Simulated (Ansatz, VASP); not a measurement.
BiTe in VASP and in Ansatz

```
CELL_PARAMETERS angstrom
0.00000 3.25642 3.25642
3.25642 0.00000 3.25642
3.25642 3.25642 0.00000
ATOMIC_POSITIONS crystal
Bi 0.00000 0.00000 0.00000
Te 0.50000 0.50000 0.50000
```

Change from the starting cell: volume scaled by 1.02.

Alike in both runs: task single point; functional PBEsol; k mesh 5 × 5 × 5; occupations gaussian, width 0.01 eV; non-collinear spin, spin-orbit coupling.

|  | VASP | Ansatz |
| --- | --- | --- |
| version | VASP 6.6.1 | Ansatz 0.2.0 |
| potentials or method | VASP PAW PBE potentials, release 64 (Bi_d, Te), cutoff 520 eV | all-electron LAPW, relativistic spinors |

```csv
,VASP,Ansatz,Ansatz less VASP
pressure (GPa),-0.7,-0.5,+0.25
```

VASP's potentials were made for PBE, not for PBEsol. Ansatz ran all-electron here, and VASP with PAW potentials.

Noted on Ansatz's run: the k mesh is thin for a metal, which can move the energy by tens of meV per atom.
